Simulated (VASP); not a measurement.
A run of VASP 6.6.1:

The input INCAR:

```
PREC = Accurate ; ENCUT = 520
EDIFF = 1E-6 ; ISMEAR = 0
SIGMA = 0.05 ; LREAL = F
LASPH = T ; NELM = 80
ALGO = Normal ; ISIF = 2
LWAVE = F ; LCHARG = F
GGA = PE ; NBANDS = 11
```

KPOINTS

```
regular mesh
0
Gamma
  10 10 10
```

The input POSCAR:

```
BeTe
1.0
    0.0000000000      2.8697579971      2.8697579971
    2.8697579971      0.0000000000      2.8697579971
    2.8697579971      2.8697579971      0.0000000000
Be Te
1 1
Direct
    0.0000000000      0.0000000000      0.0000000000
    0.7500000000      0.7500000000      0.7500000000
```

Potentials or basis: VASP PAW PBE potentials, release 64 (Be, Te).

Launch:

```sh
$ cat potpaw_PBE.64/Be/POTCAR potpaw_PBE.64/Te/POTCAR > POTCAR
$ mpirun -np 1 vasp_std > vasp.out
```

Hardware: 1 thread of Intel(R) Xeon(R) Platinum 8375C CPU @ 2.90GHz (Ice Lake) (shared host).

**Question.** Estimate the wall time of this run.

**Answer.** Run time: 17 s on 1 thread of Intel(R) Xeon(R) Platinum 8375C CPU @ 2.90GHz (Ice Lake) (shared host), peak memory 0.18 GiB. Counts: scf iterations 13, k points 47.
